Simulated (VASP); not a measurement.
# Mn3Si (Fm-3m) in VASP: further runs, part 2 of 2

VASP 6.6.1. The steps go on from the part before.

### Step 3. Single point, PBEsol, collinear spin, ferrimagnetic start

This run uses another cell than the first one, of 10.27 Å³/atom, 1.043 times its volume.

Contents of INCAR:

```
SYSTEM = Mn3Si
  PREC = Accurate
  ENCUT = 520
  EDIFF = 1E-7
  ISMEAR = 0
  SIGMA = 0.1
  LREAL = .FALSE.
  LASPH = .TRUE.
  NELM = 150
  ALGO = Normal
  ISIF = 2
  LWAVE = .FALSE.
  LCHARG = .TRUE.
  ISPIN = 2
  MAGMOM = 2.25 -0.55 -0.55 0
  LORBIT = 11
  LMAXMIX = 4
  GGA = PS
  LELF = .TRUE.
  LVHAR = .TRUE.
  NBANDS = 34
```

Contents of KPOINTS:

```
regular mesh
0
G
  14 14 14
  0 0 0
```

Contents of POSCAR:

```
Mn3Si
1.0
    0.0000000000      2.7382435284      2.7382435284
    2.7382435284      0.0000000000      2.7382435284
    2.7382435284      2.7382435284      0.0000000000
Mn Si
3 1
Direct
    0.5000000000      0.5000000000      0.5000000000
    0.2500000000      0.2500000000      0.2500000000
    0.7500000000      0.7500000000      0.7500000000
    0.0000000000      0.0000000000      0.0000000000
```

Potentials or basis: VASP PAW PBE potentials, release 64 (Mn_pv, Si).

Launch:

```console
> cat potpaw_PBE.64/Mn_pv/POTCAR potpaw_PBE.64/Si/POTCAR > POTCAR
> mpirun -np 1 vasp_std > vasp.out
```

OUTCAR:

```text
SYSTEM = Mn3Si
   PREC = Accurate
   ENCUT = 520
   EDIFF = 1E-7
   ISMEAR = 0
   LREAL = .FALSE.
   LASPH = .TRUE.
   NELM = 150
   ISIF = 2
   ISPIN = 2
   LORBIT = 11
   GGA = PS

 ion  position               nearest neighbor table
   1  0.500  0.500  0.500-   2 2.37   2 2.37   2 2.37   2 2.37   3 2.37   3 2.37   3 2.37   3 2.37
                             4 2.74   4 2.74   4 2.74   4 2.74   4 2.74   4 2.74
   2  0.250  0.250  0.250-   4 2.37   4 2.37   4 2.37   1 2.37   4 2.37   1 2.37   1 2.37   1 2.37
                             3 2.74   3 2.74   3 2.74   3 2.74   3 2.74   3 2.74
   3  0.750  0.750  0.750-   1 2.37   1 2.37   1 2.37   1 2.37   4 2.37   4 2.37   4 2.37   4 2.37
                             2 2.74   2 2.74   2 2.74   2 2.74   2 2.74   2 2.74
   4  0.000  0.000  0.000-   3 2.37   3 2.37   3 2.37   2 2.37   3 2.37   2 2.37   2 2.37   2 2.37
                             1 2.74   1 2.74   1 2.74   1 2.74   1 2.74   1 2.74

[... 1968 lines left out ...]
      2.73824      2.73824      2.73824        -0.000000      0.000000     -0.000000
      1.36912      1.36912      1.36912        -0.000000      0.000000     -0.000000
      4.10737      4.10737      4.10737         0.000000     -0.000000      0.000000
      0.00000      0.00000      0.00000        -0.000000      0.000000     -0.000000
 -----------------------------------------------------------------------------------
    total drift:                                0.000000     -0.000000      0.000000

  FREE ENERGIE OF THE ION-ELECTRON SYSTEM (eV)
  ---------------------------------------------------
  free  energy   TOTEN  =       -36.2918381439 eV

  energy  without entropy=      -36.2686298302  energy(sigma->0) =      -36.28023399

 total charge

# of ion       s       p       d       tot
------------------------------------------
    1        0.424   6.444   5.184  12.052
    2        0.383   6.441   5.355  12.179
    3        0.383   6.441   5.355  12.179
    4        0.733   0.970   0.000   1.702
--------------------------------------------------
tot          1.923  20.295  15.894  38.112

 magnetization (x)

# of ion       s       p       d       tot
------------------------------------------
    1        0.015   0.020   1.913   1.948
    2       -0.004  -0.012  -0.377  -0.393
    3       -0.004  -0.012  -0.377  -0.393
    4        0.018   0.010   0.000   0.028
--------------------------------------------------
tot          0.025   0.006   1.158   1.190
```

It took 8.7 min on 1 thread of Intel Xeon Platinum 8259CL at 2.50GHz (Skylake/Cascade Lake), shared host; peak memory 0.33 GiB.

What came out:

| Item | Value |
| --- | --- |
| Free energy | -36.2918 eV |
| Pressure | 12.3 GPa |
| Net moment | 1.22 μB per cell |
| Site moments | Mn +1.95, -0.39; Si +0.03 μB |
| Valence electrons inside the program's atomic spheres | Mn 12.05, 12.18; Si 1.70 |

Levels at points of the mesh, in eV from the Fermi level:
Spin up:
```
           k point  band 20  band 21  band 22  band 23  band 24  band 25
(0.00, 0.00, 0.00)     0.09     0.65     0.65     0.65     1.41     1.41
(0.50, 0.00, 0.00)    -0.79    -0.72    -0.04    -0.04     0.68     0.68
(0.50, 0.50, 0.00)    -0.64    -0.32    -0.32     0.33     0.67     0.97
```
Spin down:
```
           k point  band 17  band 18  band 19  band 20  band 21  band 22  band 23  band 24  band 25  band 26
(0.00, 0.00, 0.00)    -1.78    -1.78     0.33     0.33     0.33     1.17     1.17     1.70     1.70     5.16
(0.50, 0.00, 0.00)    -2.03    -2.03    -1.11    -1.11    -1.01     1.03     1.03     1.56     1.57     1.57
(0.50, 0.50, 0.00)    -2.25    -2.25    -0.57    -0.57    -0.07     0.23     0.93     1.11     1.46     1.46
```

Caveat: the PAW data sets were made with another functional, which shifts forces and pressure a little.
